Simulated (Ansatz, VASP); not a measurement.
# Ag in VASP and in Ansatz

POSCAR

```
Ag
1.0
   -1.6556540000      1.6556540000      1.6556540000
    1.6556540000     -1.6556540000      1.6556540000
    1.6556540000      1.6556540000     -1.6556540000
Ag
1
Direct
    0.0000000000      0.0000000000      0.0000000000
```

The input INCAR.step1:

```
SYSTEM = Ag
  ALGO = Normal
  EDIFF = 1E-5
  ENCUT = 520
  GGA = PE
  ISIF = 2
  ISMEAR = -1
  LASPH = .TRUE.
  LREAL = .FALSE.
  LWAVE = .TRUE.
  NBANDS = 12
  NELM = 60
  PREC = Accurate
  SIGMA = 0.05
```

Contents of INCAR.step2:

```
SYSTEM = Ag
  AEXX = 0.25
  ALGO = Normal
  EDIFF = 1E-6
  ENCUT = 520
  GGA = PS
  HFSCREEN = 0.207
  ISIF = 2
  ISMEAR = -1
  ISTART = 1
  LASPH = .TRUE.
  LCHARG = .TRUE.
  LELF = .TRUE.
  LHFCALC = .TRUE.
  LREAL = .FALSE.
  LVHAR = .TRUE.
  LWAVE = .FALSE.
  NBANDS = 12
  NELM = 60
  PREC = Accurate
  PRECFOCK = Normal
  SIGMA = 0.05
```

KPOINTS

```
k-points
0
G
  6 6 6
  0 0 0
```

input

```
crystal:
  lattice:
    - [-1.655654, 1.655654, 1.655654]
    - [1.655654, -1.655654, 1.655654]
    - [1.655654, 1.655654, -1.655654]
  atoms:
    - { symbol: Ag, position: [0.0, 0.0, 0.0] }
hamiltonian:
  xc:
    exchange: hjs_pbesol
    correlation: pbesol
    exx: { coeff: 0.25, omega: 0.207 }
  pseudopotentials: { kind: paw }
kpoints:
  mp_grid: { grid: [6, 6, 6] }
  band_path:
    path:
      - [[0.0, 0.0, 0.0], [0.5, -0.5, 0.5], [0.0, 0.0, 0.5], [0.0, 0.0, 0.0], [0.25, 0.25, 0.25], [0.5, -0.5, 0.5]]
      - [[0.25, 0.25, 0.25], [0.0, 0.0, 0.5]]
    npoints: 4
scf:
  occupations: { method: fermi_dirac, width: 0.05 }
  n_extra_bands: 6
output:
  forces: true
  stress: true
  eigenvalues: true
  fatbands: false
```

Alike in both runs: functional PBEsol-based screened hybrid; k mesh 6 × 6 × 6; occupations fermi-dirac, width 0.05 eV; no spin polarisation.

```csv
,VASP,Ansatz
version,VASP 6.6.1,Ansatz 0.2.0
potentials or method,"VASP PAW PBE potentials, release 64 (Ag)",Ansatz PAW
plane-wave cutoff (eV),520,420
valence electrons in the cell,11,19
task,single point,band structure
```

|  | VASP | Ansatz | Ansatz less VASP |
| --- | --- | --- | --- |
| gap on the k mesh at the Fermi level (eV) | none | none | - |
| pressure (GPa) | -5.2 | -5.2 | -0.05 |

VASP's potentials were made for PBE, not for PBEsol-based screened hybrid. A gap of «none» marks a metal or a gap that the smearing closes. VASP's potentials hold 11 valence electrons a cell and Ansatz's 19, so a difference there can come from the potentials and not from the codes.

The k mesh is coarse, so the values compare programs but aren't converged.
